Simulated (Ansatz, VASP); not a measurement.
# Na: VASP beside Ansatz

```xyz
2
Lattice="-4.4969 4.5055 1.8546 4.5055 -4.4969 1.8546 2.3628 2.3628 -1.8389" Properties=species:S:1:pos:R:3 pbc="T T T"
Na    6.8673   -2.1331    0.0157
Na   -1.0639    3.4353    0.9352
```

Alike in both runs: task single point; functional revPBE; k mesh 11 × 11 × 11; occupations fermi-dirac, width 0.1 eV; no spin polarisation.

|  | VASP | Ansatz |
| --- | --- | --- |
| version | VASP 6.6.1 | Ansatz 0.2.0 |
| potentials or method | VASP PAW PBE potentials, release 64 (Na_pv), cutoff 520 eV | plane waves (420 eV) with PAW, scalar-relativistic |
| valence electrons in the cell | 14 | 18 |

|  | VASP | Ansatz | Ansatz less VASP |
| --- | --- | --- | --- |
| pressure (GPa) | 0.0 | 0.0 | +0.01 |
| traceless stress, the component that is largest in VASP (GPa) | -0.08 | -0.08 | +0.002 |

VASP's potentials were made for PBE, not for revPBE. With one functional, cell and mesh, what is left measures potentials, basis and numerics. VASP's potentials hold 14 valence electrons a cell and Ansatz's 18, so a difference there can come from the potentials and not from the codes.
